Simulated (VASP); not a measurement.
Input of a VASP 6.6.1 run:

INCAR

```
ALGO = Normal
EDIFF = 1E-7
ENCUT = 520
GGA = PE
ISIF = 2
ISMEAR = 0
LASPH = T
LCHARG = F
LREAL = F
LWAVE = F
NBANDS = 39
NELM = 80
PREC = Accurate
SIGMA = 0.1
```

KPOINTS

```
k-points
0
Gamma
  6 6 2
```

Contents of POSCAR:

```
Ti4Ge
1.0
    2.9723723118     -0.0000000028      0.0000000000
   -1.4861861534      2.5741499329      0.0000000000
    0.0000000000      0.0000000000     11.2311809395
Ti Ge
4 1
Direct
    0.3333333333      0.6666666667      0.1932633547
    0.6666666667      0.3333333333      0.3934358000
    0.3333333333      0.6666666667      0.6065642000
    0.6666666667      0.3333333333      0.8067366453
    0.0000000000      0.0000000000      0.0000000000
```

Potentials or basis: VASP PAW PBE potentials, release 64 (Ti_sv, Ge_d).

Command:

```bash
$ cat potpaw_PBE.64/Ti_sv/POTCAR potpaw_PBE.64/Ge_d/POTCAR > POTCAR
$ mpirun -np 1 vasp_std > vasp.out
```

**Question.** Predict the pressure.

**Answer.** -0.2 GPa.

**Question.** Predict the band gap on the k mesh.

**Answer.** Zero (bands 31 and 32 overlap by 1.38 eV).

Stress tensor (GPa, compression positive):
```
-0.14  0.00  0.00
 0.00 -0.14  0.00
 0.00  0.00 -0.35
```

Caveat: the k points lie up to 0.41 Å⁻¹ apart, too coarse for converged energies and pressures of a metal.
